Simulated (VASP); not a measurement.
Write the native input for VASP 6.6.1 that does the following.

```yaml
Task: single point
Functional: PBE
Potentials_or_basis: VASP PAW PBE potentials, release 64 (W_sv, Li_sv)
Cutoff: 650 eV
k_mesh: 3 × 3 × 3
Occupations: fermi-dirac, width 0.15 eV
Spin: no spin polarisation
Dipole_correction: no
Further_INCAR_settings: ALGO = Normal; EDIFF = 1e-06; NBANDS = 128
```

The structure of LiW16 (a cell with a defect) lies in POSCAR:

```
LiW16
1.0
    6.3200000000      0.0000000000      0.0000000000
    0.0000000000      6.3200000000      0.0000000000
    0.0000000000      0.0000000000      6.3200000000
W Li
16 1
Direct
   -0.3105221519     -0.0054588608     -0.0845094937
   -0.3151424051      0.8475791139      0.5410284810
    0.0332594937      0.7272151899     -1.1196518987
   -0.0611234177      0.0318354430      0.2381329114
   -0.7304113924      2.0214873418     -0.0057594937
   -0.6922784810      0.1392721519      0.4154905063
    0.6424367089      0.3258860759      0.5641297468
    1.2971835443      0.7367879747      0.5421518987
   -0.0081645570      0.4873892405      0.5256012658
    1.2909493671     -0.6459968354      0.7770727848
    0.5570727848      0.2905379747      0.1536075949
    0.5334651899      0.6411550633      0.8798417722
    0.7811550633      0.6265981013      0.2166930380
    0.0045569620      0.0675632911     -1.3483702532
    1.2099050633      1.5086708861      3.1822626582
    0.8968196203      0.3447310127      0.9352689873
   23.4768670886    -56.1618670886    -13.7798417722
```

These files were run (other wordings do the same):

INCAR

```
SYSTEM = LiW16
  PREC = Accurate
  ENCUT = 650
  EDIFF = 1E-6
  ISMEAR = -1
  SIGMA = 0.15
  LREAL = .False.
  LASPH = .True.
  NELM = 120
  ALGO = Normal
  ISIF = 2
  LWAVE = .False.
  LCHARG = .False.
  GGA = PE
  NBANDS = 128
  GGA_COMPAT = .False.
```

KPOINTS

```
Automatic mesh
0
Gamma
  3 3 3
  0 0 0
```

Potentials or basis: VASP PAW PBE potentials, release 64 (W_sv, Li_sv).

Launch:

```sh
$ cat potpaw_PBE.64/W_sv/POTCAR potpaw_PBE.64/Li_sv/POTCAR > POTCAR
$ mpirun -np 1 vasp_std > vasp.out
```

Results of the run:

```
Pressure               : 42.8 GPa
Largest force          : 0.479 eV/Å
Band gap on the k mesh : zero (an odd number of electrons rules out a gap without spin polarisation)
```

Caveat: the atoms stand as in a frame of molecular dynamics; spin-orbit coupling is left out, which moves the levels of the heavy elements.

Wall time 37 min on 1 thread of Intel Xeon 8259CL (shared host), peak memory 0.66 GiB.
